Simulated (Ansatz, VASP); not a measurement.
# Two plane-wave programs on SiNi

```xyz
4
Lattice="2.9774 0.0000 0.0000 0.0000 3.2373 0.0000 0.0000 0.0000 4.6768" Properties=species:S:1:pos:R:3 pbc="T T T"
Si    1.4887    1.6186    3.9476
Si    0.0000    0.0000    0.7293
Ni    1.4887    1.6186    1.6057
Ni    0.0000    0.0000    3.0711
```

Alike in both runs: functional PBE; dispersion D3(BJ); k mesh 14 × 12 × 10; occupations gaussian, width 0.1 eV; no spin polarisation.

Ansatz relaxed the structure, and its values are those at the end. VASP's run is a single point on that final structure, the one shown.

|  | VASP | Ansatz |
| --- | --- | --- |
| version | VASP 6.6.1 | Ansatz 0.2.0 |
| potentials or method | VASP PAW PBE potentials, release 64 (Si, Ni), cutoff 520 eV | scalar-relativistic, plane waves, PAW |
| valence electrons in the cell | 28 | 44 |

Ansatz gave:

* gap on the k mesh at the Fermi level (eV): none
* pressure (GPa): 0.0
* rms of the force components (eV/Å): 0.001

Q: Estimate VASP's values.

A: gap on the k mesh at the Fermi level (eV): none; pressure (GPa): 0.1; rms of the force components (eV/Å): 0.004.

A gap of «none» marks a metal or a gap that the smearing closes. VASP's potentials hold 28 valence electrons a cell and Ansatz's 44, so a difference there can come from the potentials and not from the codes.
